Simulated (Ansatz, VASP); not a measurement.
Two plane-wave programs on Ga

Contents of INCAR:

```
PREC     = Accurate       # precision mode
ENCUT    = 520            # plane-wave cutoff, eV
EDIFF    = 1E-7           # SCF threshold, eV
ISMEAR   = -1             # smearing method
SIGMA    = 0.1            # smearing width, eV
LREAL    = F              # projectors in reciprocal space
LASPH    = T              # aspherical terms in the spheres
NELM     = 60             # most SCF steps
ALGO     = Normal         # electronic algorithm
ISIF     = 2              # what is computed and relaxed
LWAVE    = F              # write WAVECAR
LCHARG   = F              # write CHGCAR
NBANDS   = 26             # bands
```

KPOINTS

```
Automatic mesh
0
Gamma
  9 9 12
```

File POSCAR:

```
Ga
1.0
    4.5516771659      0.0000000000      0.0000000000
   -2.2758385830      3.9418680555      0.0000000000
    0.0000000000      0.0000000000      2.9184136852
Ga
3
Direct
    0.0000000000      0.0000000000      0.0000000000
    0.3333333333      0.6666666667      0.5000000000
    0.6666666667      0.3333333333      0.5000000000
```

Input for Ansatz:

```yaml
crystal:
  lattice:
    - [4.5516771659, 0.0, 0.0]
    - [-2.275838583, 3.9418680555, 0.0]
    - [0.0, 0.0, 2.9184136852]
  atoms:
    - { symbol: Ga, position: [0.0, 0.0, 0.0] }
    - { symbol: Ga, position: [0.3333333333, 0.6666666667, 0.5] }
    - { symbol: Ga, position: [0.6666666667, 0.3333333333, 0.5] }
hamiltonian:
  xc: lda
  pseudopotentials:
    kind: paw
    azcp:
      Ga: "pseudopotentials/Ga.paw.azcp"
basis:
  ecutwfc: 420
  fft_grid_basis: typed
kpoints:
  mp_grid: { grid: [9, 9, 12], shift: [0, 0, 0] }
magnetization:
  spin_polarized: false
scf:
  occupations: { method: fermi_dirac, width: 0.1 }
  lower_state_search: "off"
output:
  stress: true
```

Alike in both runs: task single point; functional LDA; k mesh 9 × 9 × 12; occupations fermi-dirac, width 0.1 eV; no spin polarisation.

|  | VASP | Ansatz |
| --- | --- | --- |
| version | VASP 6.6.1 | Ansatz 0.2.0 |
| potentials or method | VASP PAW LDA potentials, release 64 (Ga_d), cutoff 520 eV | plane waves (420 eV) with PAW, scalar-relativistic |
| valence electrons in the cell | 39 | 39 |

Ansatz gave:

```
pressure (GPa)                                                : 0.1
traceless stress, the component that is largest in VASP (GPa) : -0.29
```

Problem. What did VASP give for the same quantities?

Solution. Pressure (GPa): 0.2; traceless stress, the component that is largest in VASP (GPa): -0.32.

Ansatz warns that its potentials were made for another functional, while VASP's fit it. LDA's correlation is that of Perdew and Zunger in VASP and of Perdew and Wang (1992) in Ansatz.
